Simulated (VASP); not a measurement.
# Os (P6_3/mmc) in VASP: a series of runs, part 2 of 2

VASP 6.6.1. Earlier steps stand in the parts before.

## Step 4: Single point, PBE (13.71 Å³/atom)

This run uses another cell than the first one, of 13.71 Å³/atom.

The input, INCAR:

```
SYSTEM = Os
ALGO = Normal ; EDIFF = 1E-6
ENCUT = 520 ; GGA = PE
ISIF = 2 ; ISMEAR = -1
LASPH = .TRUE. ; LCHARG = .TRUE.
LELF = .TRUE. ; LREAL = .FALSE.
LVHAR = .TRUE. ; LWAVE = .FALSE.
NBANDS = 15 ; NELM = 60
PREC = Accurate ; SIGMA = 0.1
```

The input, KPOINTS:

```
k-points
0
G
  21 21 12
  0 0 0
```

The input, POSCAR:

```
Os
1.0
    2.7186825580      0.0000000000      0.0000000000
   -1.3593412790      2.3544481601      0.0000000000
    0.0000000000      0.0000000000      4.2839616309
Os
2
Direct
    0.3333333333      0.6666666667      0.2500000000
    0.6666666667      0.3333333333      0.7500000000
```

Potentials or basis: VASP PAW PBE potentials, release 64 (Os).

Started as:

```sh
$ cat potpaw_PBE.64/Os/POTCAR > POTCAR
$ mpirun -np 1 vasp_std > vasp.out
```

OUTCAR:

```text
SYSTEM = Os
   EDIFF = 1E-6
   ENCUT = 520
   GGA = PE
   ISIF = 2
   ISMEAR = -1
   LASPH = .TRUE.
   LREAL = .FALSE.
   NELM = 60
   PREC = Accurate

 ion  position               nearest neighbor table
   1  0.333  0.667  0.250-   2 2.66   2 2.66   2 2.66   2 2.66   2 2.66   2 2.66
   2  0.667  0.333  0.750-   1 2.66   1 2.66   1 2.66   1 2.66   1 2.66   1 2.66

  LATTYP: Found a hexagonal cell.
 ALAT       =     2.7186825580
 C/A-ratio  =     1.5757491136

  Lattice vectors:

 A1 = (   2.7186825580,   0.0000000000,   0.0000000000)
 A2 = (  -1.3593412790,   2.3544481601,   0.0000000000)
 A3 = (   0.0000000000,   0.0000000000,   4.2839616309)

Analysis of symmetry for initial positions (statically):
=====================================================================
 Subroutine PRICEL returns:
 Original cell was already a primitive cell.

 Routine SETGRP: Setting up the symmetry group for a
 hexagonal supercell.

 Subroutine GETGRP returns: Found 24 space group operations
 (whereof 12 operations were pure point group operations)
 out of a pool of 24 trial point group operations.

The static configuration has the point symmetry D_3d.
[... 176 lines left out ...]
      6       7.4992      2.00000
      7       7.4992      2.00000
      8       8.1443      2.00000
      9       8.1443      2.00000
     10       9.8366      0.83392
     11      11.5160      0.00000
     12      11.5160      0.00000
     13      19.1279      0.00000
     14      23.7879      0.00000
[... 401 lines left out ...]
      2       3.3342      2.00000
      3       4.9163      2.00000
      4       5.1183      2.00000
      5       6.6601      2.00000
      6       6.6813      2.00000
      7       7.9825      2.00000
      8       8.6116      1.99999
      9       8.9608      1.99956
     10       9.8394      0.82048
     11      12.1477      0.00000
     12      17.6512      0.00000
     13      18.6849      0.00000
     14      24.4539      0.00000
     15      25.7372      0.00000

 [... further k-points ...]

------------------------ aborting loop because EDIFF is reached ----------------------------------------

  FORCE on cell =-STRESS in cart. coord.  units (eV):
  Direction    XX          YY          ZZ          XY          YZ          ZX
  --------------------------------------------------------------------------------------
  -------------------------------------------------------------------------------------
  Total        2.9807825      2.9807825      3.3488784      0.0000000     -0.0000000      0.0000000
  in kB      174.1596989    174.1596989    195.6666241      0.0000000     -0.0000000      0.0000000
  external PRESSURE =     181.3286739 kB  Pullay stress =       0.0000000 kB

 VOLUME and BASIS-vectors are now :
 -----------------------------------------------------------------------------
  energy-cutoff  :      520.00
  volume of cell :       27.42
      direct lattice vectors                 reciprocal lattice vectors
     2.718682558  0.000000000  0.000000000     0.367825216  0.212363988  0.000000000
    -1.359341279  2.354448160  0.000000000     0.000000000  0.424727975  0.000000000
     0.000000000  0.000000000  4.283961631     0.000000000  0.000000000  0.233428795

 POSITION                                       TOTAL-FORCE (eV/Angst)
 -----------------------------------------------------------------------------------
     -0.00000      1.56963      1.07099         0.000000      0.000000      0.000000
      1.35934      0.78482      3.21297        -0.000000      0.000000      0.000000
 -----------------------------------------------------------------------------------
    total drift:                               -0.000000      0.000000     -0.000000

  FREE ENERGIE OF THE ION-ELECTRON SYSTEM (eV)
  ---------------------------------------------------
  free  energy   TOTEN  =       -22.4564985690 eV

  energy  without entropy=      -22.4162883487  energy(sigma->0) =      -22.43639346
```

OSZICAR:

```text
N       E                     dE             d eps       ncg     rms          rms(c)
DAV:   1     0.104829235807E+03    0.10483E+03   -0.74499E+03 10080   0.103E+03
DAV:   2    -0.191026077835E+02   -0.12393E+03   -0.10828E+03 10206   0.330E+02
DAV:   3    -0.237980890576E+02   -0.46955E+01   -0.45600E+01 13664   0.572E+01
DAV:   4    -0.238305232100E+02   -0.32434E-01   -0.32387E-01 10948   0.489E+00
DAV:   5    -0.238306999543E+02   -0.17674E-03   -0.17674E-03 13895   0.338E-01    0.245E+01
DAV:   6    -0.227922165296E+02    0.10385E+01   -0.80086E-01 12852   0.762E+00    0.115E+01
DAV:   7    -0.224645053317E+02    0.32771E+00   -0.61268E-01 13006   0.652E+00    0.557E-01
DAV:   8    -0.224591038119E+02    0.54015E-02   -0.65390E-03 10318   0.621E-01    0.364E-01
DAV:   9    -0.224565014622E+02    0.26023E-02   -0.17597E-03 12271   0.417E-01    0.416E-02
DAV:  10    -0.224565202698E+02   -0.18808E-04   -0.66443E-05 13034   0.691E-02    0.855E-03
DAV:  11    -0.224564995646E+02    0.20705E-04   -0.38904E-06 11389   0.216E-02    0.192E-03
DAV:  12    -0.224564985690E+02    0.99555E-06   -0.78933E-08  6979   0.284E-03
   1 F= -.22456499E+02 E0= -.22436393E+02  d E =-.402102E-01
```

Run time: 42 s. Hardware: 1 thread of Intel Xeon 6975P-C (Granite Rapids), shared host; peak memory 0.23 GiB.

What came out:

| Item | Value |
| --- | --- |
| Free energy | -22.4565 eV |
| Pressure | 18.1 GPa |
| Band gap on the k mesh | zero (bands 8 and 9 overlap by 4.02 eV) |

Stress tensor (GPa, compression positive):
```
17.42  0.00  0.00
 0.00 17.42  0.00
 0.00  0.00 19.57
```

Levels at points of the mesh, in eV from the Fermi level:
```tsv
k point	band 5	band 6	band 7	band 8	band 9	band 10	band 11	band 12
(0.00, 0.00, 0.00)	-2.88	-2.30	-2.30	-1.66	-1.66	0.03	1.71	1.71
(0.00, 0.00, 0.50)	-3.39	-3.39	-3.39	-3.39	0.91	0.91	0.91	0.91
```

Caveat: the cell stands under pressure; spin-orbit coupling is left out, which moves the levels of the heavy elements.

## Step 5: Single point, PBE

This run uses another cell than the first one, of 14.28 Å³/atom.

The input, INCAR:

```
SYSTEM = Os
PREC = Accurate ; ENCUT = 520
EDIFF = 1E-6 ; ISMEAR = -1
SIGMA = 0.1 ; LREAL = .False.
LASPH = .True. ; NELM = 80
ALGO = Normal ; ISIF = 2
LWAVE = .False. ; LCHARG = .False.
GGA = PE ; NBANDS = 15
```

The input, KPOINTS:

```
Automatic mesh
0
Gamma
  21 21 12
  0 0 0
```

The input, POSCAR:

```
Os
1.0
    2.7559294133      0.0000000000      0.0000000000
   -1.3779647066      2.3867048830      0.0000000000
    0.0000000000      0.0000000000      4.3426533301
Os
2
Direct
    0.3333333333      0.6666666667      0.2500000000
    0.6666666667      0.3333333333      0.7500000000
```

Potentials or basis: VASP PAW PBE potentials, release 64 (Os).

Started as:

```sh
$ cat potpaw_PBE.64/Os/POTCAR > POTCAR
$ mpirun -np 1 vasp_std > vasp.out
```

OUTCAR:

```text
SYSTEM = Os
   PREC = Accurate
   ENCUT = 520
   EDIFF = 1E-6
   ISMEAR = -1
   LREAL = .False.
   LASPH = .True.
   NELM = 80
   ISIF = 2
   GGA = PE

 ion  position               nearest neighbor table
   1  0.333  0.667  0.250-   2 2.69   2 2.69   2 2.69   2 2.69   2 2.69   2 2.69
   2  0.667  0.333  0.750-   1 2.69   1 2.69   1 2.69   1 2.69   1 2.69   1 2.69

  LATTYP: Found a hexagonal cell.
 ALAT       =     2.7559294133
 C/A-ratio  =     1.5757491136

  Lattice vectors:

 A1 = (   2.7559294133,   0.0000000000,   0.0000000000)
 A2 = (  -1.3779647066,   2.3867048830,   0.0000000000)
 A3 = (   0.0000000000,   0.0000000000,   4.3426533301)

Analysis of symmetry for initial positions (statically):
=====================================================================
 Subroutine PRICEL returns:
 Original cell was already a primitive cell.

 Routine SETGRP: Setting up the symmetry group for a
 hexagonal supercell.

 Subroutine GETGRP returns: Found 24 space group operations
 (whereof 12 operations were pure point group operations)
 out of a pool of 24 trial point group operations.

The static configuration has the point symmetry D_3d.
 The point group associated with its full space group is D_6h.

Analysis of symmetry for dynamics (positions and initial velocities):
=====================================================================
 Subroutine PRICEL returns:
 Original cell was already a primitive cell.

 Routine SETGRP: Setting up the symmetry group for a
 hexagonal supercell.

 Subroutine GETGRP returns: Found 24 space group operations
 (whereof 12 operations were pure point group operations)
 out of a pool of 24 trial point group operations.

The dynamic configuration has the point symmetry D_3d.
 The point group associated with its full space group is D_6h.

 Subroutine INISYM returns: Found 24 space group operations
 (whereof 12 operations are pure point group operations),
 and found     1 'primitive' translations

----------------------------------------------------------------------------------------

                                     Primitive cell

  volume of cell :      28.5642

  direct lattice vectors                    reciprocal lattice vectors
     2.755929413  0.000000000  0.000000000     0.362853996  0.209493852  0.000000000
    -1.377964707  2.386704883  0.000000000     0.000000000  0.418987704  0.000000000
     0.000000000  0.000000000  4.342653330     0.000000000  0.000000000  0.230273965

  length of vectors
     2.755929413  2.755929413  4.342653330     0.418987704  0.418987704  0.230273965

  position of ions in fractional coordinates (direct lattice)
     0.333333333  0.666666667  0.250000000
     0.666666667  0.333333333  0.750000000

  ion indices of the primitive-cell ions
   primitive index   ion index
                 1           1
                 2           2

----------------------------------------------------------------------------------------

 KPOINTS: Automatic mesh

Automatic generation of k-mesh.
 Grid dimensions read from file:
 generate k-points for:   21   21   12

[... 24 lines left out ...]
  0.190476  0.000000  0.000000      6.000000
  0.238095 -0.000000  0.000000      6.000000
[... 16 lines left out ...]
  0.142857  0.095238  0.000000     12.000000
  0.190476  0.095238  0.000000     12.000000
 [... further k-points ...]
   k-points           NKPTS =    336   k-points in BZ     NKDIM =    336   number of bands    NBANDS=     15
   number of dos      NEDOS =    301   number of ions     NIONS =      2
   total plane-waves  NPLWV =  12800
   dimension x,y,z NGX =    20 NGY =   20 NGZ =   32
   dimension x,y,z NGXF=    40 NGYF=   40 NGZF=   64
   ions per type =               2
   NGX,Y,Z   is equivalent  to a cutoff of  12.06, 12.06, 12.25 a.u.
   NGXF,Y,Z  is equivalent  to a cutoff of  24.13, 24.13, 24.50 a.u.
 SYSTEM =  Os
   PREC   = accura    normal or accurate (medium, high low for compatibility)
   ISTART =      0    job   : 0-new  1-cont  2-samecut
   ICHARG =      2    charge: 1-file 2-atom 10-const
   ISPIN  =      1    spin polarized calculation?
   LNONCOLLINEAR =      F non collinear calculations
   LSORBIT =      F    spin-orbit coupling
   LASPH  =      T    aspherical Exc in radial PAW
   ENCUT  =  520.0 eV  38.22 Ry    6.18 a.u.   5.12  5.12  8.07*2*pi/ulx,y,z
   NELM   =     80;   NELMIN=  2; NELMDL= -5     # of ELM steps
   EDIFF  = 0.1E-05   stopping-criterion for ELM
   LREAL  =      F    real-space projection
   EDIFFG = 0.1E-04   stopping-criterion for IOM
   NSW    =      0    number of steps for IOM
   IBRION =     -1    ionic relax: 0-MD 1-quasi-New 2-CG
   NFREE  =      0    steps in history (QN), initial steepest desc. (CG)
   ISIF   =      2    stress and relaxation
   ISYM   =      2    0-nonsym 1-usesym 2-fastsym
   POTIM  = 0.5000    time-step for ionic-motion
   TEBEG  =    0.0;   TEEND  =   0.0 temperature during run
   PSTRESS=    0.0 pullay stress
   NELECT =      16.0000    total number of electrons
   NUPDOWN=      -1.0000    fix difference up-down
   EMIN   =  10.00;   EMAX   =-10.00  energy-range for DOS
   EFERMI =   0.00;   METHOD = LEGACY
   ISMEAR =    -1;   SIGMA  =   0.10  broadening in eV -4-tet -1-fermi 0-gaus
   EFERMI_NEDOS =   21; number of points for ismear=-14 and -15
   IALGO  =     38    algorithm
   IMIX   =      4    mixing-type and parameters
     AMIX     =   0.40;   BMIX     =  1.00
     AMIX_MAG =   1.60;   BMIX_MAG =  1.00
  volume/ion in A,a.u.               =      14.28        96.38
  Fermi-wavevector in a.u.,A,eV,Ry     =   1.349504  2.550193 24.778399  1.821161
  Thomas-Fermi vector in A             =   2.477085
   LORBIT       =      0    0 simple, 1 ext, 2 COOP (PROOUT), +10 PAW based schemes
   GGA     = PE    functional components
   LHFCALC =     F    Hartree Fock is set to
   AEXX    =    0.0000 exact exchange contribution
   IVDW    =     0    specifies the selected vdW correction
   LEPSILON=     F    determine dielectric tensor
   LRPA    =     F    only Hartree local field effects (RPA)
 non-spin polarized calculation
  energy-cutoff  :      520.00
  volume of cell :       28.56
 maximum number of plane-waves:       784
   NGX = 11   NGY = 11   NGZ = 17

 number of electron      15.9999999 magnetization

 Free energy of the ion-electron system (eV)
  ---------------------------------------------------
  ext. energy  EPLUGINS =         0.00000000
  ---------------------------------------------------
  free energy    TOTEN  =       -22.51898356 eV

  energy without entropy =      -22.47638512  energy(sigma->0) =      -22.49768434

 E-fermi :   9.1764     XC(G=0): -13.9384

 val. band max:        9.1683590104   @ k =   0.1429   0.0000   0.3333
 cond. band min:       9.1764545935   @ k =   0.1429   0.1429   0.0833
 fundamental gap:      0.0080955832
 Fermi energy:         9.1764123815

 k-point     1 :       0.0000    0.0000    0.0000
  band No.  band energies     occupation
      1      -1.5998      2.00000
      2       1.5615      2.00000
      3       6.1885      2.00000
      4       6.1885      2.00000
      5       6.4669      2.00000
      6       7.0086      2.00000
      7       7.0086      2.00000
      8       7.6136      2.00000
      9       7.6136      2.00000
     10       9.2108      0.82959
     11      10.7878      0.00000
     12      10.7878      0.00000
     13      18.0151      0.00000
     14      23.1829      0.00000
[... 401 lines left out ...]
      2       3.0490      2.00000
      3       4.5737      2.00000
      4       4.7544      2.00000
      5       6.2234      2.00000
      6       6.2343      2.00000
      7       7.4475      2.00000
      8       8.0577      1.99997
      9       8.3915      1.99922
     10       9.2058      0.85409
     11      11.3658      0.00000
     12      16.6587      0.00000
     13      17.6021      0.00000
     14      23.2921      0.00000
     15      24.5971      0.00000

 [... further k-points ...]

------------------------ aborting loop because EDIFF is reached ----------------------------------------

  FORCE on cell =-STRESS in cart. coord.  units (eV):
  Direction    XX          YY          ZZ          XY          YZ          ZX
  --------------------------------------------------------------------------------------
  -------------------------------------------------------------------------------------
  Total       -0.0714364     -0.0714364      0.0671189     -0.0000000      0.0000000      0.0000000
  in kB       -4.0068991     -4.0068991      3.7647269     -0.0000000      0.0000000      0.0000000
  external PRESSURE =      -1.4163571 kB  Pullay stress =       0.0000000 kB

 VOLUME and BASIS-vectors are now :
 -----------------------------------------------------------------------------
  energy-cutoff  :      520.00
  volume of cell :       28.56
      direct lattice vectors                 reciprocal lattice vectors
     2.755929413  0.000000000  0.000000000     0.362853996  0.209493852  0.000000000
    -1.377964707  2.386704883  0.000000000     0.000000000  0.418987704  0.000000000
     0.000000000  0.000000000  4.342653330     0.000000000  0.000000000  0.230273965

 POSITION                                       TOTAL-FORCE (eV/Angst)
 -----------------------------------------------------------------------------------
     -0.00000      1.59114      1.08566        -0.000000      0.000000      0.000000
      1.37796      0.79557      3.25699         0.000000     -0.000000      0.000000
 -----------------------------------------------------------------------------------
    total drift:                               -0.000000      0.000000     -0.000000

  FREE ENERGIE OF THE ION-ELECTRON SYSTEM (eV)
  ---------------------------------------------------
  free  energy   TOTEN  =       -22.5189835601 eV

  energy  without entropy=      -22.4763851171  energy(sigma->0) =      -22.49768434
```

Run time: 39 s. Hardware: 1 thread of Intel Xeon 6975P-C (Granite Rapids), shared host; peak memory 0.23 GiB.

What came out:

* Free energy: -22.5190 eV
* Pressure: -0.1 GPa
* Band gap on the k mesh: zero (bands 8 and 9 overlap by 3.76 eV)

Levels at points of the mesh, in eV from the Fermi level:
```tsv
k point	band 5	band 6	band 7	band 8	band 9	band 10	band 11	band 12
(0.00, 0.00, 0.00)	-2.71	-2.17	-2.17	-1.56	-1.56	0.03	1.61	1.61
(0.00, 0.00, 0.50)	-3.19	-3.19	-3.19	-3.19	0.84	0.84	0.84	0.84
```

Caveat: spin-orbit coupling is left out, which moves the levels of the heavy elements.

## Step 6: Summary

```csv
cell,gap on the mesh (eV),pressure (GPa)
"a = 2.641, b = 2.641, c = 4.161 Å, angles 90.0, 90.0, 120.0°, 2 atoms",none,70.6
"a = 2.680, b = 2.680, c = 4.224 Å, angles 90.0, 90.0, 120.0°, 2 atoms",none,41.3
"a = 2.719, b = 2.719, c = 4.284 Å, angles 90.0, 90.0, 120.0°, 2 atoms",none,18.1
"a = 2.756, b = 2.756, c = 4.343 Å, angles 90.0, 90.0, 120.0°, 2 atoms",none,-0.1
```

Alike in all rows: task single point; level PBE; potentials or basis VASP PAW PBE potentials, release 64 (Os); no spin polarisation; k mesh 21 × 21 × 12; cutoff (eV) 520; smearing fermi-dirac 0.1 eV.

Caveats: spin-orbit coupling is left out, which moves the levels of the heavy elements; the cell stands under pressure (at least some runs).

Absolute energies hang on the potentials; compare differences alone.
